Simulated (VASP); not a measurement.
# SiNi2 (Pnma) in VASP: further runs

SiNi2 is run at these levels: PBE; tasks: single point.

All numbers are computed with VASP 6.6.1; they aren't measurements. Logs are shortened: lines on timing, memory, paths and dates and some standing lists are left out, and cuts for length are marked.

**1. The cell of the first run**

The structure is orthorhombic, space group Pnma (No. 62). The conventional cell has a = 5.077 Å, b = 3.868 Å, c = 6.699 Å, α = 90.00°, β = 90.00°, γ = 90.00°. Si (site symmetry m) has 10 Ni at 2.19 to 2.78 Å within 2.9 Å. Ni (site symmetry m) has 5 Si at 2.31 to 2.60 Å and 8 Ni at 2.48 to 2.72 Å within 3.0 Å. Within 2.9 Å of Ni (site symmetry m) lie 5 Si at 2.19 to 2.78 Å and 8 Ni at 2.48 to 2.72 Å.

**2. Single point, PBE**

INCAR

```
ALGO     = Fast           # electronic algorithm
EDIFF    = 1E-6           # SCF threshold, eV
ENCUT    = 520            # plane-wave cutoff, eV
GGA      = PE             # functional
ISIF     = 2              # what is computed and relaxed
ISMEAR   = 0              # smearing method
LASPH    = T              # aspherical terms in the spheres
LCHARG   = F              # write CHGCAR
LREAL    = F              # projectors in reciprocal space
LWAVE    = F              # write WAVECAR
NBANDS   = 60             # bands
NELM     = 100            # most SCF steps
PREC     = Accurate       # precision mode
SIGMA    = 0.1            # smearing width, eV
```

KPOINTS

```
k-points
0
Gamma
  9 5 7
```

POSCAR

```
SiNi2
1.0
    3.8679403878      0.0000000000      0.0000000000
    0.0000000000      6.6994692723      0.0000000000
    0.0000000000      0.0000000000      5.0774265041
Si Ni
4 8
Direct
    0.2500000000      0.6146319414      0.2869929285
    0.7500000000      0.3853680586      0.7130070715
    0.2500000000      0.8853680586      0.7869929285
    0.7500000000      0.1146319414      0.2130070715
    0.2500000000      0.2961226572      0.4594187864
    0.7500000000      0.7038773428      0.5405812136
    0.2500000000      0.2038773428      0.9594187864
    0.7500000000      0.7961226572      0.0405812136
    0.2500000000      0.9396510481      0.3306369544
    0.7500000000      0.0603489519      0.6693630456
    0.2500000000      0.5603489519      0.8306369544
    0.7500000000      0.4396510481      0.1693630456
```

Potentials or basis: VASP PAW PBE potentials, release 64 (Si, Ni).

The run is started by

```bash
$ cat potpaw_PBE.64/Si/POTCAR potpaw_PBE.64/Ni/POTCAR > POTCAR
$ mpirun -np 1 vasp_std > vasp.out
```

OUTCAR:

```text
EDIFF = 1E-6
   ENCUT = 520
   GGA = PE
   ISIF = 2
   ISMEAR = 0
   LASPH = T
   LREAL = F
   NELM = 100
   PREC = Accurate

 ion  position               nearest neighbor table
   1  0.250  0.615  0.287-   9 2.19   5 2.31  12 2.34  12 2.34  11 2.35   6 2.40   6 2.40   8 2.60
                             8 2.60  11 2.78   3 3.12   3 3.12
   2  0.750  0.385  0.713-  10 2.19   6 2.31  11 2.34  11 2.34  12 2.35   5 2.40   5 2.40   7 2.60
                             7 2.60  12 2.78   4 3.12   4 3.12
   3  0.250  0.885  0.787-  11 2.19   7 2.31  10 2.34  10 2.34   9 2.35   8 2.40   8 2.40   6 2.60
                             6 2.60   9 2.78   1 3.12   1 3.12
   4  0.750  0.115  0.213-  12 2.19   8 2.31   9 2.34   9 2.34  10 2.35   7 2.40   7 2.40   5 2.60
                             5 2.60  10 2.78   2 3.12   2 3.12
   5  0.250  0.296  0.459-   1 2.31   2 2.40   2 2.40   9 2.48  11 2.59   4 2.60   4 2.60   7 2.61
                             7 2.61  12 2.61  12 2.61  10 2.72  10 2.72
   6  0.750  0.704  0.541-   2 2.31   1 2.40   1 2.40  10 2.48  12 2.59   3 2.60   3 2.60   8 2.61
                             8 2.61  11 2.61  11 2.61   9 2.72   9 2.72
   7  0.250  0.204  0.959-   3 2.31   4 2.40   4 2.40  11 2.48   9 2.59   2 2.60   2 2.60   5 2.61
                             5 2.61  10 2.61  10 2.61  12 2.72  12 2.72
   8  0.750  0.796  0.041-   4 2.31   3 2.40   3 2.40  12 2.48  10 2.59   1 2.60   1 2.60   6 2.61
                             6 2.61   9 2.61   9 2.61  11 2.72  11 2.72
   9  0.250  0.940  0.331-   1 2.19   4 2.34   4 2.34   3 2.35   5 2.48   7 2.59   8 2.61   8 2.61
                            10 2.71  10 2.71   6 2.72   6 2.72   3 2.78
  10  0.750  0.060  0.669-   2 2.19   3 2.34   3 2.34   4 2.35   6 2.48   8 2.59   7 2.61   7 2.61
                             9 2.71   9 2.71   5 2.72   5 2.72   4 2.78
  11  0.250  0.560  0.831-   3 2.19   2 2.34   2 2.34   1 2.35   7 2.48   5 2.59   6 2.61   6 2.61
                            12 2.71  12 2.71   8 2.72   8 2.72   1 2.78
  12  0.750  0.440  0.169-   4 2.19   1 2.34   1 2.34   2 2.35   8 2.48   6 2.59   5 2.61   5 2.61
                            11 2.71  11 2.71   7 2.72   7 2.72   2 2.78

  LATTYP: Found a simple orthorhombic cell.
 ALAT       =     3.8679403878
 B/A-ratio  =     1.3126951284
 C/A-ratio  =     1.7320508076

  Lattice vectors:

 A1 = (  -3.8679403878,   0.0000000000,   0.0000000000)
 A2 = (   0.0000000000,   0.0000000000,   5.0774265041)
 A3 = (   0.0000000000,   6.6994692723,   0.0000000000)

Analysis of symmetry for initial positions (statically):
=====================================================================
 Subroutine PRICEL returns:
 Original cell was already a primitive cell.

 Routine SETGRP: Setting up the symmetry group for a
 simple orthorhombic supercell.

 Subroutine GETGRP returns: Found  8 space group operations
 (whereof  2 operations were pure point group operations)
 out of a pool of  8 trial point group operations.

The static configuration has the point symmetry S_2 .
 The point group associated with its full space group is D_2h.

Analysis of symmetry for dynamics (positions and initial velocities):
=====================================================================
 Subroutine PRICEL returns:
 Original cell was already a primitive cell.

 Routine SETGRP: Setting up the symmetry group for a
 simple orthorhombic supercell.

 Subroutine GETGRP returns: Found  8 space group operations
 (whereof  2 operations were pure point group operations)
 out of a pool of  8 trial point group operations.

The dynamic configuration has the point symmetry S_2 .
 The point group associated with its full space group is D_2h.

 Subroutine INISYM returns: Found  8 space group operations
 (whereof  2 operations are pure point group operations),
 and found     1 'primitive' translations

----------------------------------------------------------------------------------------

                                     Primitive cell

  volume of cell :     131.5721

  direct lattice vectors                    reciprocal lattice vectors
     3.867940388  0.000000000  0.000000000     0.258535525  0.000000000  0.000000000
     0.000000000  6.699469272  0.000000000     0.000000000  0.149265555  0.000000000
     0.000000000  0.000000000  5.077426504     0.000000000  0.000000000  0.196950167

  length of vectors
     3.867940388  6.699469272  5.077426504     0.258535525  0.149265555  0.196950167

  position of ions in fractional coordinates (direct lattice)
     0.250000000  0.614631941  0.286992928
     0.750000000  0.385368059  0.713007072
     0.250000000  0.885368059  0.786992928
     0.750000000  0.114631941  0.213007072
     0.250000000  0.296122657  0.459418786
     0.750000000  0.703877343  0.540581214
     0.250000000  0.203877343  0.959418786
     0.750000000  0.796122657  0.040581214
     0.250000000  0.939651048  0.330636954
     0.750000000  0.060348952  0.669363046
     0.250000000  0.560348952  0.830636954
     0.750000000  0.439651048  0.169363046

  ion indices of the primitive-cell ions
   primitive index   ion index
                 1           1
                 2           2
                 3           3
                 4           4
                 5           5
                 6           6
                 7           7
                 8           8
                 9           9
                10          10
                11          11
                12          12

----------------------------------------------------------------------------------------

 KPOINTS: k-points

Automatic generation of k-mesh.
 Grid dimensions read from file:
 generate k-points for:    9    5    7

 Generating k-lattice:

  Cartesian coordinates                     Fractional coordinates (reciprocal lattice)
     0.028726169  0.000000000  0.000000000     0.111111111  0.000000000  0.000000000
     0.000000000  0.029853111  0.000000000     0.000000000  0.200000000  0.000000000
     0.000000000  0.000000000  0.028135738     0.000000000  0.000000000  0.142857143

  Length of vectors
     0.028726169  0.029853111  0.028135738

  Shift w.r.t. Gamma in fractional coordinates (k-lattice)
     0.000000000  0.000000000  0.000000000

 Subroutine IBZKPT returns following result:
 ===========================================

 Found     60 irreducible k-points:

 Following reciprocal coordinates:
            Coordinates               Weight
  0.000000  0.000000  0.000000      1.000000
  0.111111  0.000000  0.000000      2.000000
  0.222222  0.000000  0.000000      2.000000
  0.333333  0.000000  0.000000      2.000000
  0.444444  0.000000  0.000000      2.000000
  0.000000  0.200000  0.000000      2.000000
[... 16 lines left out ...]
  0.222222  0.200000  0.142857      8.000000
  0.333333  0.200000  0.142857      8.000000
 [... further k-points ...]
   k-points           NKPTS =     60   k-points in BZ     NKDIM =     60   number of bands    NBANDS=     60
   number of dos      NEDOS =    301   number of ions     NIONS =     12
   total plane-waves  NPLWV =  60000
   dimension x,y,z NGX =    30 NGY =   50 NGZ =   40
   dimension x,y,z NGXF=    60 NGYF=  100 NGZF=   80
   ions per type =               4   8
   NGX,Y,Z   is equivalent  to a cutoff of  12.89, 12.41, 13.10 a.u.
   NGXF,Y,Z  is equivalent  to a cutoff of  25.79, 24.81, 26.19 a.u.
 SYSTEM =  unknown system
   PREC   = accura    normal or accurate (medium, high low for compatibility)
   ISTART =      0    job   : 0-new  1-cont  2-samecut
   ICHARG =      2    charge: 1-file 2-atom 10-const
   ISPIN  =      1    spin polarized calculation?
   LNONCOLLINEAR =      F non collinear calculations
   LSORBIT =      F    spin-orbit coupling
   LASPH  =      T    aspherical Exc in radial PAW
   ENCUT  =  520.0 eV  38.22 Ry    6.18 a.u.   7.19 12.46  9.44*2*pi/ulx,y,z
   NELM   =    100;   NELMIN=  2; NELMDL= -5     # of ELM steps
   EDIFF  = 0.1E-05   stopping-criterion for ELM
   LREAL  =      F    real-space projection
   EDIFFG = 0.1E-04   stopping-criterion for IOM
   NSW    =      0    number of steps for IOM
   IBRION =     -1    ionic relax: 0-MD 1-quasi-New 2-CG
   NFREE  =      0    steps in history (QN), initial steepest desc. (CG)
   ISIF   =      2    stress and relaxation
   ISYM   =      2    0-nonsym 1-usesym 2-fastsym
   POTIM  = 0.5000    time-step for ionic-motion
   TEBEG  =    0.0;   TEEND  =   0.0 temperature during run
   PSTRESS=    0.0 pullay stress
   NELECT =      96.0000    total number of electrons
   NUPDOWN=      -1.0000    fix difference up-down
   EMIN   =  10.00;   EMAX   =-10.00  energy-range for DOS
   EFERMI =   0.00;   METHOD = LEGACY
   ISMEAR =     0;   SIGMA  =   0.10  broadening in eV -4-tet -1-fermi 0-gaus
   EFERMI_NEDOS =   21; number of points for ismear=-14 and -15
   IALGO  =     68    algorithm
   IMIX   =      4    mixing-type and parameters
     AMIX     =   0.40;   BMIX     =  1.00
     AMIX_MAG =   1.60;   BMIX_MAG =  1.00
  volume/ion in A,a.u.               =      10.96        73.99
  Fermi-wavevector in a.u.,A,eV,Ry     =   1.473818  2.785113 29.553767  2.172141
  Thomas-Fermi vector in A             =   2.588665
   LORBIT       =      0    0 simple, 1 ext, 2 COOP (PROOUT), +10 PAW based schemes
   GGA     = PE    functional components
   LHFCALC =     F    Hartree Fock is set to
   AEXX    =    0.0000 exact exchange contribution
   IVDW    =     0    specifies the selected vdW correction
   LEPSILON=     F    determine dielectric tensor
   LRPA    =     F    only Hartree local field effects (RPA)
 non-spin polarized calculation
 RMM-DIIS sequential band-by-band and
 Gauss-broadening in eV      SIGMA  =   0.10
  energy-cutoff  :      520.00
  volume of cell :      131.57
 maximum number of plane-waves:      3563
 NGX is ok and might be reduce to    30
   NGX = 15   NGY = 25   NGZ = 19

 number of electron      96.0000031 magnetization

 Free energy of the ion-electron system (eV)
  ---------------------------------------------------
  ext. energy  EPLUGINS =         0.00000000
  ---------------------------------------------------
  free energy    TOTEN  =       -71.68706361 eV

  energy without entropy =      -71.65736761  energy(sigma->0) =      -71.67221561

 E-fermi :  11.0326     XC(G=0): -12.9021

 val. band max:       11.0313065675   @ k =   0.1111   0.0000   0.1429
 cond. band min:      11.0368320289   @ k =   0.3333   0.2000   0.2857
 fundamental gap:      0.0055254614
 Fermi energy:        11.0326021370

 k-point     1 :       0.0000    0.0000    0.0000
  band No.  band energies     occupation
      1      -1.5267      2.00000
      2       1.3118      2.00000
      3       1.3290      2.00000
      4       2.8125      2.00000
      5       4.4000      2.00000
      6       4.9065      2.00000
[... 52 lines left out ...]
     59      16.1541      0.00000
     60      16.4714      0.00000

 k-point     2 :       0.1111    0.0000    0.0000
  band No.  band energies     occupation
      1      -1.4080      2.00000
      2       1.3718      2.00000
      3       1.4139      2.00000
      4       2.8393      2.00000
      5       4.4978      2.00000
      6       4.9054      2.00000
[... 1375 lines left out ...]
     59      16.3986      0.00000
     60      16.5437      0.00000

 k-point    24 :       0.3333    0.2000    0.1429
  band No.  band energies     occupation
      1      -0.2712      2.00000
      2       1.1776      2.00000
      3       2.2360      2.00000
      4       2.6650      2.00000
      5       4.2371      2.00000
      6       4.7356      2.00000
[... 52 lines left out ...]
     59      16.4191      0.00000
     60      16.8217      0.00000

 [... further k-points ...]

------------------------ aborting loop because EDIFF is reached ----------------------------------------

  FORCE on cell =-STRESS in cart. coord.  units (eV):
  Direction    XX          YY          ZZ          XY          YZ          ZX
  --------------------------------------------------------------------------------------
  -------------------------------------------------------------------------------------
  Total       -5.0901286     13.0492481     -0.9624660      0.0000000      0.0000000     -0.0000000
  in kB      -61.9834183    158.9030575    -11.7201233      0.0000000      0.0000000     -0.0000000
  external PRESSURE =      28.3998386 kB  Pullay stress =       0.0000000 kB

 VOLUME and BASIS-vectors are now :
 -----------------------------------------------------------------------------
  energy-cutoff  :      520.00
  volume of cell :      131.57
      direct lattice vectors                 reciprocal lattice vectors
     3.867940388  0.000000000  0.000000000     0.258535525  0.000000000  0.000000000
     0.000000000  6.699469272  0.000000000     0.000000000  0.149265555  0.000000000
     0.000000000  0.000000000  5.077426504     0.000000000  0.000000000  0.196950167

 POSITION                                       TOTAL-FORCE (eV/Angst)
 -----------------------------------------------------------------------------------
      0.96699      4.11771      1.45719         0.000000     -0.470109     -0.224720
      2.90096      2.58176      3.62024        -0.000000      0.470109      0.224720
      0.96699      5.93150      3.99590        -0.000000      0.470109     -0.224720
      2.90096      0.76797      1.08153        -0.000000     -0.470109      0.224720
      0.96699      1.98386      2.33267        -0.000000      0.074548      0.174473
      2.90096      4.71560      2.74476        -0.000000     -0.074548     -0.174473
      0.96699      1.36587      4.87138        -0.000000     -0.074548      0.174473
      2.90096      5.33360      0.20605        -0.000000      0.074548     -0.174473
      0.96699      6.29516      1.67878         0.000000      0.242376      0.062421
      2.90096      0.40431      3.39864        -0.000000     -0.242376     -0.062421
      0.96699      3.75404      4.21750        -0.000000     -0.242376      0.062421
      2.90096      2.94543      0.85993        -0.000000      0.242376     -0.062421
 -----------------------------------------------------------------------------------
    total drift:                                0.000000     -0.000000     -0.000000

  FREE ENERGIE OF THE ION-ELECTRON SYSTEM (eV)
  ---------------------------------------------------
  free  energy   TOTEN  =       -71.6870636078 eV

  energy  without entropy=      -71.6573676091  energy(sigma->0) =      -71.67221561
```

It took 4.8 min on 1 thread of AMD EPYC 9R45 (Zen 5), shared host; peak memory 0.43 GiB.

What came out:

```
Free energy            : -71.6871 eV
Pressure               : 2.8 GPa
Largest force          : 0.521 eV/Å
Band gap on the k mesh : zero (bands 48 and 49 overlap by 1.73 eV)
```

Forces on the atoms (eV/Å):
```
Si   0.000 -0.470 -0.225
Si   0.000  0.470  0.225
Si   0.000  0.470 -0.225
Si   0.000 -0.470  0.225
Ni   0.000  0.075  0.174
Ni   0.000 -0.075 -0.174
Ni   0.000 -0.075  0.174
Ni   0.000  0.075 -0.174
Ni   0.000  0.242  0.062
Ni   0.000 -0.242 -0.062
Ni   0.000 -0.242  0.062
Ni   0.000  0.242 -0.062
```

(Part 1 of 2 ends here.)
